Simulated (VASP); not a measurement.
Set up this calculation in VASP 6.6.1, as the native input.

```
Task                   : single point
Functional             : PBEsol
Potentials or basis    : VASP PAW PBE potentials, release 64 (Cd, H, O)
Cutoff                 : 520 eV
k mesh                 : 9 × 9 × 6
Occupations            : gaussian, width 0.05 eV
Spin                   : no spin polarisation
Dipole correction      : no
Further INCAR settings : ALGO = Normal; EDIFF = 1e-06; NBANDS = 21
```

The structure of CdH2O2 lies in POSCAR:

```
CdH2O2
1.0
    3.5682588542      0.0000000000      0.0000000000
   -1.7841294271      3.0902028150      0.0000000000
    0.0000000000      0.0000000000      4.5036899113
Cd H O
1 2 2
Direct
    0.0000000000      0.0000000000      0.0000000000
    0.6666666667      0.3333333333      0.5509607200
    0.3333333333      0.6666666667      0.4490392800
    0.6666666667      0.3333333333      0.7593720000
    0.3333333333      0.6666666667      0.2406280000
```

This cell differs from its parent crystal: strain +0.015 along x and y, -0.030 along z.

These files were run (other wordings do the same):

INCAR

```
  PREC = Accurate
  ENCUT = 520
  EDIFF = 1E-6
  ISMEAR = 0
  SIGMA = 0.05
  LREAL = False
  LASPH = True
  NELM = 80
  ALGO = Normal
  ISIF = 2
  LWAVE = False
  LCHARG = False
  GGA = PS
  NBANDS = 21
```

KPOINTS

```
regular mesh
0
Gamma
  9 9 6
```

Potentials or basis: VASP PAW PBE potentials, release 64 (Cd, H, O).

Command:

```sh
$ cat potpaw_PBE.64/Cd/POTCAR potpaw_PBE.64/H/POTCAR potpaw_PBE.64/O/POTCAR > POTCAR
$ mpirun -np 1 vasp_std > vasp.out
```

Results of the run:

The pressure is 2.6 GPa, the largest force is 2.327 eV/Å and the band gap on the k mesh is 1.63 eV (least direct gap 2.04 eV).

Caveat: the cell differs from its parent crystal (strain +0.015 along x and y, -0.030 along z); the stress differs along the axes, from -3 to 13 GPa; the PAW data sets were made with another functional, which shifts forces and pressure a little.

Wall time 32 s on 1 thread of AMD EPYC 9R45 96-Core Processor (Zen 5), on a shared host, peak memory 0.18 GiB.
